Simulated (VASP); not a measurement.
# Nb (Fm-3m) in VASP: a series of runs, part 2 of 2

VASP 6.6.1.

## (3) Relaxation of cell and atoms, PBE, target pressure 20 GPa, at which the enthalpy is minimised

The input, INCAR:

```
PREC = Accurate
ENCUT = 500
EDIFF = 1E-7
ISMEAR = -1
SIGMA = 0.05
LREAL = False
LASPH = True
NELM = 120
ALGO = Normal
ISIF = 3
LWAVE = False
LCHARG = False
GGA = PE
IBRION = 2
NSW = 80
EDIFFG = -0.01
PSTRESS = 200.0
GGA_COMPAT = False
NELMIN = 4
```

The input, KPOINTS:

```
Automatic mesh
0
Gamma
  9 9 9
```

The input, POSCAR:

```
Nb
1.0
    0.0000000000      2.0950000000      2.0950000000
    2.0950000000      0.0000000000      2.0950000000
    2.0950000000      2.0950000000      0.0000000000
Nb
1
Direct
    0.0000000000      0.0000000000      0.0000000000
```

Potentials or basis: VASP PAW PBE potentials, release 64 (Nb_sv).

The run is started by

```console
$ cat potpaw_PBE.64/Nb_sv/POTCAR > POTCAR
$ mpirun -np 1 vasp_std > vasp.out
```

OUTCAR:

```text
PREC = Accurate
   ENCUT = 500
   EDIFF = 1E-7
   ISMEAR = -1
   LREAL = False
   LASPH = True
   NELM = 120
   ISIF = 3
   GGA = PE
   IBRION = 2
   NSW = 80
   EDIFFG = -0.01
   PSTRESS = 200.0
   NELMIN = 4

 ion  position               nearest neighbor table
   1  0.000  0.000  0.000-

  LATTYP: Found a face centered cubic cell.
 ALAT       =     4.1900000000

  Lattice vectors:

 A1 = (   0.0000000000,   2.0950000000,   2.0950000000)
 A2 = (   2.0950000000,   0.0000000000,   2.0950000000)
 A3 = (   2.0950000000,   2.0950000000,   0.0000000000)

Analysis of symmetry for initial positions (statically):
=====================================================================
 Subroutine PRICEL returns:
 Original cell was already a primitive cell.

 Routine SETGRP: Setting up the symmetry group for a
 face centered cubic supercell.

 Subroutine GETGRP returns: Found 48 space group operations
 (whereof 48 operations were pure point group operations)
 out of a pool of 48 trial point group operations.

The static configuration has the point symmetry O_h .

Analysis of symmetry for dynamics (positions and initial velocities):
=====================================================================
 Subroutine PRICEL returns:
 Original cell was already a primitive cell.

 Routine SETGRP: Setting up the symmetry group for a
 face centered cubic supercell.

 Subroutine GETGRP returns: Found 48 space group operations
 (whereof 48 operations were pure point group operations)
 out of a pool of 48 trial point group operations.

The dynamic configuration has the point symmetry O_h .

 Subroutine INISYM returns: Found 48 space group operations
 (whereof 48 operations are pure point group operations),
 and found     1 'primitive' translations

----------------------------------------------------------------------------------------

                                     Primitive cell

  volume of cell :      18.3900

  direct lattice vectors                    reciprocal lattice vectors
     0.000000000  2.095000000  2.095000000    -0.238663484  0.238663484  0.238663484
     2.095000000  0.000000000  2.095000000     0.238663484 -0.238663484  0.238663484
     2.095000000  2.095000000  0.000000000     0.238663484  0.238663484 -0.238663484

  length of vectors
     2.962777413  2.962777413  2.962777413     0.413377281  0.413377281  0.413377281

  position of ions in fractional coordinates (direct lattice)
     0.000000000  0.000000000  0.000000000

  ion indices of the primitive-cell ions
   primitive index   ion index
                 1           1

----------------------------------------------------------------------------------------

 KPOINTS: Automatic mesh

Automatic generation of k-mesh.
 Grid dimensions read from file:
 generate k-points for:    9    9    9

 Generating k-lattice:

  Cartesian coordinates                     Fractional coordinates (reciprocal lattice)
    -0.026518165  0.026518165  0.026518165     0.111111111  0.000000000  0.000000000
     0.026518165 -0.026518165  0.026518165     0.000000000  0.111111111  0.000000000
     0.026518165  0.026518165 -0.026518165     0.000000000  0.000000000  0.111111111

[... 43 lines left out ...]
   ions per type =               1
   NGX,Y,Z   is equivalent  to a cutoff of  13.47, 13.47, 13.47 a.u.
   NGXF,Y,Z  is equivalent  to a cutoff of  26.93, 26.93, 26.93 a.u.
 SYSTEM =  unknown system
   PREC   = accura    normal or accurate (medium, high low for compatibility)
   ISTART =      0    job   : 0-new  1-cont  2-samecut
   ICHARG =      2    charge: 1-file 2-atom 10-const
   ISPIN  =      1    spin polarized calculation?
   LNONCOLLINEAR =      F non collinear calculations
   LSORBIT =      F    spin-orbit coupling
   LASPH  =      T    aspherical Exc in radial PAW
   ENCUT  =  500.0 eV  36.75 Ry    6.06 a.u.   5.40  5.40  5.40*2*pi/ulx,y,z
   NELM   =    120;   NELMIN=  4; NELMDL= -5     # of ELM steps
   EDIFF  = 0.1E-06   stopping-criterion for ELM
   LREAL  =      F    real-space projection
   EDIFFG = -.1E-01   stopping-criterion for IOM
   NSW    =     80    number of steps for IOM
   IBRION =      2    ionic relax: 0-MD 1-quasi-New 2-CG
   NFREE  =      1    steps in history (QN), initial steepest desc. (CG)
   ISIF   =      3    stress and relaxation
   ISYM   =      2    0-nonsym 1-usesym 2-fastsym
   POTIM  = 0.5000    time-step for ionic-motion
   TEBEG  =    0.0;   TEEND  =   0.0 temperature during run
   PSTRESS=  200.0 pullay stress
   NELECT =      13.0000    total number of electrons
   NUPDOWN=      -1.0000    fix difference up-down
   EMIN   =  10.00;   EMAX   =-10.00  energy-range for DOS
   EFERMI =   0.00;   METHOD = LEGACY
   ISMEAR =    -1;   SIGMA  =   0.05  broadening in eV -4-tet -1-fermi 0-gaus
   EFERMI_NEDOS =   21; number of points for ismear=-14 and -15
   IALGO  =     38    algorithm
   IMIX   =      4    mixing-type and parameters
     AMIX     =   0.40;   BMIX     =  1.00
     AMIX_MAG =   1.60;   BMIX_MAG =  1.00
  volume/ion in A,a.u.               =      18.39       124.10
  Fermi-wavevector in a.u.,A,eV,Ry     =   1.458351  2.755883 28.936684  2.126786
  Thomas-Fermi vector in A             =   2.575045
   LORBIT       =      0    0 simple, 1 ext, 2 COOP (PROOUT), +10 PAW based schemes
   GGA     = PE    functional components
   LHFCALC =     F    Hartree Fock is set to
   AEXX    =    0.0000 exact exchange contribution
   IVDW    =     0    specifies the selected vdW correction
   LEPSILON=     F    determine dielectric tensor
   LRPA    =     F    only Hartree local field effects (RPA)
 conjugate gradient relaxation of ions
 non-spin polarized calculation
  energy-cutoff  :      500.00
  volume of cell :       18.39
 maximum number of plane-waves:       483
 NGX is ok and might be reduce to    24
   NGX = 11   NGY = 11   NGZ = 11

--------------------------------------- Ionic step        1  -------------------------------------------

 number of electron      13.0000001 magnetization

 Free energy of the ion-electron system (eV)
  ---------------------------------------------------
  ext. energy  EPLUGINS =         0.00000000
  ---------------------------------------------------
  free energy    TOTEN  =        -9.88654764 eV

  energy without entropy =       -9.87181407  energy(sigma->0) =       -9.87918085

------------------------ aborting loop because EDIFF is reached ----------------------------------------

  FORCE on cell =-STRESS in cart. coord.  units (eV):
  Direction    XX          YY          ZZ          XY          YZ          ZX
  --------------------------------------------------------------------------------------
  -------------------------------------------------------------------------------------
  Total        0.4907804      0.4907804      0.4907804      0.0000000      0.0000000     -0.0000000
  in kB       42.7578400     42.7578400     42.7578400      0.0000000      0.0000000     -0.0000000
  external PRESSURE =    -157.2421600 kB  Pullay stress =     200.0000000 kB
[... 209 lines left out ...]
--------------------------------------- Ionic step        7  -------------------------------------------

 number of electron      12.9999999 magnetization

 Free energy of the ion-electron system (eV)
  ---------------------------------------------------
  ext. energy  EPLUGINS =         0.00000000
  ---------------------------------------------------
  free energy    TOTEN  =        -9.78474709 eV

  energy without entropy =       -9.76713206  energy(sigma->0) =       -9.77593958

 E-fermi :  12.3943     XC(G=0): -12.8042

 val. band max:       12.3941478880   @ k =   0.3333   0.2222   0.1111
 cond. band min:      12.4159796306   @ k =   0.0000   0.0000   0.0000
 fundamental gap:      0.0218317425
 Fermi energy:        12.3943186433

 k-point     1 :       0.0000    0.0000    0.0000
  band No.  band energies     occupation
      1     -42.3202      2.00000
      2     -17.4913      2.00000
      3     -17.4913      2.00000
      4     -17.4913      2.00000
      5       5.9513      2.00000
      6      12.4160      0.78672
      7      12.4160      0.78671
      8      12.4160      0.78671
      9      15.3870      0.00000
     10      15.3870      0.00000
[... 287 lines left out ...]
 k-point    24 :       0.4444    0.4444    0.0000
  band No.  band energies     occupation
      1     -41.9495      2.00000
      2     -18.9568      2.00000
      3     -18.0451      2.00000
      4     -18.0451      2.00000
      5       7.8720      2.00000
      6       8.6375      2.00000
      7      16.1754      0.00000
      8      17.5497      0.00000
      9      17.8951      0.00000
     10      17.8951      0.00000

 [... further k-points ...]

------------------------ aborting loop because EDIFF is reached ----------------------------------------

  FORCE on cell =-STRESS in cart. coord.  units (eV):
  Direction    XX          YY          ZZ          XY          YZ          ZX
  --------------------------------------------------------------------------------------
  -------------------------------------------------------------------------------------
  Total        2.1240440      2.1240440      2.1240440      0.0000000     -0.0000000      0.0000000
  in kB      200.1250874    200.1250874    200.1250874      0.0000000     -0.0000000      0.0000000
  external PRESSURE =       0.1250874 kB  Pullay stress =     200.0000000 kB
[... 20 lines left out ...]
  energy  without entropy=       -9.7671320644  energy(sigma->0) =       -9.77593958

  enthalpy is  TOTEN    =        -7.6620306983 eV   P V=        2.1227163963

 reached required accuracy - stopping structural energy minimisation
```

OSZICAR:

```text
N       E                     dE             d eps       ncg     rms          rms(c)
DAV:   1     0.113101206743E+03    0.11310E+03   -0.73076E+03   700   0.126E+03
DAV:   2    -0.508896893069E+01   -0.11819E+03   -0.11534E+03   740   0.436E+02
DAV:   3    -0.100466708508E+02   -0.49577E+01   -0.46902E+01  1022   0.761E+01
[... 72 lines left out ...]
DAV:   4    -0.978472854871E+01   -0.17804E-04   -0.15218E-05   838   0.411E-02    0.182E-02
DAV:   5    -0.978474641766E+01   -0.17869E-04   -0.42582E-05  1148   0.452E-02    0.834E-03
DAV:   6    -0.978474677996E+01   -0.36231E-06   -0.61409E-07   766   0.119E-02    0.277E-03
DAV:   7    -0.978474705326E+01   -0.27330E-06   -0.11731E-07   470   0.510E-03    0.176E-04
DAV:   8    -0.978474709453E+01   -0.41269E-07   -0.30110E-08   372   0.329E-03
   7 F= -.76620307E+01 E0= -.76532232E+01  d E =-.128457E-04
```

CONTCAR:

```text
Nb
   1.00000000000000
     0.0000000000000000    2.0410212287476455    2.0410212287476455
     2.0410212287476455    0.0000000000000000    2.0410212287476455
     2.0410212287476455    2.0410212287476455   -0.0000000000000000
  Nb
     1
Direct
     0.0000000000000000    0.0000000000000000    0.0000000000000000

  0.00000000E+00  0.00000000E+00  0.00000000E+00
```

It took 34 s on 1 thread of Intel Xeon 8259CL, shared host; peak memory 0.15 GiB.

Results:

```
Free energy                                                : -9.7847 eV
Relaxed volume                                             : 17.00 Å³/atom
Relaxed cell                                               : a = 2.886 Å, b = 2.886 Å, c = 2.886 Å, α = 60.00°, β = 60.00°, γ = 60.00°
Space group after relaxing (to 0.1 Å)                      : Fm-3m (No. 225)
Energy change on relaxing (the run minimises the enthalpy) : +101.8 meV/atom
Ionic steps                                                : 7
Pressure after relaxing                                    : 20.0 GPa
Band gap on the k mesh                                     : zero (an odd number of electrons rules out a gap without spin polarisation)
```

Step by step:
| step | energy change (eV) | largest force (eV/Å) | pressure (GPa) | volume (Å³) |
| --- | --- | --- | --- | --- |
| 1 | 0.0000 | 0.0000 | 4.28 | 18.39 |
| 2 | 0.9471 | 0.0000 | 77.86 | 13.99 |
| 3 | 0.0934 | 0.0000 | 19.12 | 17.07 |
| 4 | 0.1007 | 0.0000 | 19.89 | 17.01 |
| 5 | 0.1040 | 0.0000 | 20.24 | 16.99 |
| 6 | 0.0973 | 0.0000 | 19.53 | 17.04 |
| 7 | 0.1018 | 0.0000 | 20.01 | 17.00 |

Final structure:
```
Nb
1.0
     0.00000    2.04102    2.04102
     2.04102    0.00000    2.04102
     2.04102    2.04102    0.00000
Nb
1
Direct
  0.00000 0.00000 0.00000
```

Levels at points of the mesh, in eV from the Fermi level:
| k point | band 3 | band 4 | band 5 | band 6 | band 7 | band 8 | band 9 | band 10 |
| --- | --- | --- | --- | --- | --- | --- | --- | --- |
| (0.00, 0.00, 0.00) | -29.89 | -29.89 | -6.44 | 0.02 | 0.02 | 0.02 | 2.99 | 2.99 |

Caveat: the cell is relaxed towards a set pressure, so the run minimises the enthalpy, not the energy.

## (4) Relaxation of cell and atoms, PBE, target pressure 30 GPa, at which the enthalpy is minimised

The input, INCAR:

```
SYSTEM = Nb
ALGO     = Normal         ! electronic algorithm
EDIFF    = 1E-7           ! SCF threshold, eV
EDIFFG   = -0.01          ! ionic threshold
ENCUT    = 500            ! plane-wave cutoff, eV
GGA      = PE             ! functional
GGA_COMPAT= .False.      
IBRION   = 2              ! ionic algorithm
ISIF     = 3              ! what is computed and relaxed
ISMEAR   = -1             ! smearing method
LASPH    = .True.         ! aspherical terms in the spheres
LCHARG   = .False.        ! write CHGCAR
LREAL    = .False.        ! projectors in reciprocal space
LWAVE    = .False.        ! write WAVECAR
NELM     = 120            ! most SCF steps
NELMIN   = 4            
NSW      = 80             ! ionic steps
PREC     = Accurate       ! precision mode
PSTRESS  = 300.0        
SIGMA    = 0.05           ! smearing width, eV
```

The input, KPOINTS:

```
k-points
0
Gamma
  9 9 9
  0 0 0
```

POSCAR is that of step 3.

The run is started by

```console
$ cat potpaw_PBE.64/Nb_sv/POTCAR > POTCAR
$ mpirun -np 1 vasp_std > vasp.out
```

It took 23 s on 1 thread of Intel Xeon 8259CL, shared host; peak memory 0.15 GiB.

The run converged. Its results:

```yaml
Free_energy: -9.6739 eV
Relaxed_volume: 16.29 Å³/atom
Relaxed_cell: a = 2.845 Å, b = 2.845 Å, c = 2.845 Å, α = 60.00°, β = 60.00°, γ = 60.00°
Space_group_after_relaxing_to_0.1_Å: Fm-3m (No. 225)
Energy_change_on_relaxing_the_run_minimises_the_enthalpy: +212.6 meV/atom
Ionic_steps: 5
Pressure_after_relaxing: 30.0 GPa
Band_gap_on_the_k_mesh: zero (an odd number of electrons rules out a gap without spin polarisation)
```

Step by step:
| step | energy change (eV) | largest force (eV/Å) | pressure (GPa) | volume (Å³) |
| --- | --- | --- | --- | --- |
| 1 | 0.0000 | 0.0000 | 4.28 | 18.39 |
| 2 | 2.7503 | 0.0000 | 175.18 | 11.60 |
| 3 | 0.1711 | 0.0000 | 26.53 | 16.53 |
| 4 | 0.2026 | 0.0000 | 29.19 | 16.35 |
| 5 | 0.2126 | 0.0000 | 30.00 | 16.29 |

Final structure:
```yaml
crystal:
  lattice:
    - [0.00000, 2.01205, 2.01205]
    - [2.01205, 0.00000, 2.01205]
    - [2.01205, 2.01205, 0.00000]
  atoms:
    - { symbol: Nb, position: [0.00000, 0.00000, 0.00000] }
```

Levels at points of the mesh, in eV from the Fermi level:
| k point | band 4 | band 5 | band 6 | band 7 | band 8 | band 9 |
| --- | --- | --- | --- | --- | --- | --- |
| (0.00, 0.00, 0.00) | -29.77 | -6.55 | -0.05 | -0.05 | -0.05 | 3.10 |

Caveat: the cell is relaxed towards a set pressure, so the run minimises the enthalpy, not the energy.

## (5) The runs side by side

| cell | gap on the mesh (eV) | pressure (GPa) |
| --- | --- | --- |
| relaxed to 10 GPa | none | 10.0 |
| relaxed to 20 GPa | none | 20.0 |
| relaxed to 30 GPa | none | 30.0 |

Alike in all rows: task relaxation of cell and atoms; level PBE; potentials or basis VASP PAW PBE potentials, release 64 (Nb_sv); no spin polarisation; k mesh 9 × 9 × 9; cutoff (eV) 500; smearing fermi-dirac 0.05 eV.

Caveats: the cell is relaxed towards a set pressure, so the run minimises the enthalpy, not the energy.

Absolute energies hang on the potentials; compare differences alone.

The gap in the log of VASP goes by the Fermi energy; the results here count the filled bands.